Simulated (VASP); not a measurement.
A run of VASP 6.6.1 is set up as follows.

Contents of INCAR:

```
  ALGO = Normal
  EDIFF = 1E-7
  ENCUT = 520
  GGA = PE
  ISIF = 2
  ISMEAR = 0
  LASPH = T
  LCHARG = F
  LREAL = Auto
  LWAVE = F
  NBANDS = 52
  NELECT = 74.0
  NELM = 60
  PREC = Accurate
  SIGMA = 0.05
```

Contents of KPOINTS:

```
k-points
0
Gamma
  2 2 2
```

File POSCAR:

```
CuSi16
1.0
    0.0000000000      5.4300000000      5.4300000000
    5.4300000000      0.0000000000      5.4300000000
    5.4300000000      5.4300000000      0.0000000000
Si Cu
16 1
Direct
   -0.0070089449     -0.0045441028      0.0157396971
    0.1215859343      0.1274624814      0.1276074466
    0.0070348065      0.0011460379      0.4996294602
    0.1137427301      0.1206038003      0.6446428572
    0.0122999520      0.4999032255     -0.0123446947
    0.1216142349      0.6229455578      0.1277277741
    0.0071232475      0.4918483728      0.4997895102
    0.1518281929      0.6172764259      0.6132839359
    0.4958131620      0.0130675559     -0.0073713866
    0.6190214931      0.1257006267      0.1293316564
    0.4878518952      0.0051251643      0.5018914273
    0.6170194912      0.1417729165      0.6187034016
    0.4958499580      0.4982643710     -0.0073378476
    0.6351680814      0.6393177977      0.0859878508
    0.5231994706      0.5096282659      0.4577180405
    0.6172195717      0.6223637445      0.6187667628
    0.7853470935      0.7768602287      0.6610771981
```

Potentials or basis: VASP PAW PBE potentials, release 64 (Si, Cu).

The run is started by

```bash
$ cat potpaw_PBE.64/Si/POTCAR potpaw_PBE.64/Cu/POTCAR > POTCAR
$ mpirun -np 1 vasp_std > vasp.out
```

Question: Estimate the largest force.

Answer: 0.014 eV/Å.

Forces on the atoms (eV/Å):
```
Si   0.000 -0.007  0.000
Si   0.000  0.004  0.004
Si   0.005 -0.004 -0.001
Si  -0.007  0.000  0.008
Si   0.002 -0.007 -0.002
Si  -0.004  0.004  0.000
Si  -0.002 -0.005 -0.007
Si  -0.005  0.007  0.011
Si   0.001 -0.002 -0.002
Si   0.000  0.002  0.000
Si   0.002 -0.006 -0.004
Si  -0.001  0.001  0.012
Si   0.003 -0.002 -0.001
Si   0.003  0.013 -0.002
Si   0.006 -0.003 -0.008
Si  -0.010 -0.002  0.002
Cu   0.007  0.007 -0.010
```

Caveat: the k points lie up to 0.50 Å⁻¹ apart; the cell carries a net charge on a neutralising background, which shifts energy and pressure.
